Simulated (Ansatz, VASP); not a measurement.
## ZnS in VASP and in Ansatz

```xyz
4
Lattice="3.8110 0.0000 0.0000 -1.9055 3.3004 0.0000 0.0000 0.0000 6.4210" Properties=species:S:1:pos:R:3 pbc="T T T"
Zn    0.0000    2.2003    0.0000
Zn    1.9055    1.1001    3.2105
S     0.0000    2.2003    2.4721
S     1.9055    1.1001    5.6826
```

Change from the starting cell: zz strain of +3 %, crystal datasets.

Alike in both runs: task electric field gradients; functional PBE; k mesh 8 × 8 × 5; occupations fermi-dirac, width 0.03 eV; no spin polarisation.

```csv
,VASP,Ansatz
version,VASP 6.6.1,Ansatz 0.2.0
potentials or method,"VASP PAW PBE potentials, release 64 (Zn, S), cutoff 520 eV","all-electron PAW with datasets made for the crystal, scalar-relativistic"
```

Ansatz gave:

| Quantity | Value |
| --- | --- |
| gap on the k mesh at the Fermi level (eV) | 2.08 |
| pressure (GPa) | 0.5 |
| traceless stress, the component that is largest in VASP (GPa) | -3.24 |
| rms of the force components (eV/Å) | 0.223 |
| size of Vzz on the site where it differs most (V/Å²) | 29.6 |

Q: What did VASP give for the same quantities?

A: gap on the k mesh at the Fermi level (eV): 2.08; pressure (GPa): 0.6; traceless stress, the component that is largest in VASP (GPa): -3.29; rms of the force components (eV/Å): 0.226; size of Vzz on the site where it differs most (V/Å²): 30.8.

Atom by atom the forces differ by 0.004 eV/Å (rms over components). Ansatz ran all-electron here, and VASP with PAW potentials.
